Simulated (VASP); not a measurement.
MgS:

```
CELL_PARAMETERS angstrom
0.00000 2.83312 2.83312
2.83312 0.00000 2.83312
2.83312 2.83312 0.00000
ATOMIC_POSITIONS crystal
Mg 0.00000 0.00000 0.00000
S 0.75000 0.75000 0.75000
```

Base run:

```yaml
Program: VASP 6.6.1
Functional: PBEsol
Potentials_or_basis: VASP PAW PBE potentials, release 64 (Mg, S)
Cutoff: 600 eV
k_mesh: 8 × 8 × 8
Occupations: gaussian, width 0.1 eV
Spin: no spin polarisation
```

Its results: band gap on the k mesh 3.29 eV, direct; pressure -0.5 GPa.

Question: After a change of settings the same cell gave: band gap on the k mesh 3.45 eV, direct; pressure -1.0 GPa. Which change was it?
A. functional from PBEsol to PBE; k mesh from 8 × 8 × 8 to 4 × 4 × 4
B. functional from PBEsol to PBE; dispersion from none to D4
C. k mesh from 8 × 8 × 8 to 1 × 1 × 1; dispersion from none to D3(BJ)
D. functional from PBEsol to PBE; cutoff from 600 eV to 520 eV; further incar settings from ALGO = Normal; EDIFF = 1e-06; NBANDS = 11 to ALGO = Normal; EDIFF = 1e-07; NBANDS = 11

Answer: B.

Caveats: the PAW data sets were made with another functional, which shifts forces and pressure a little (some runs).
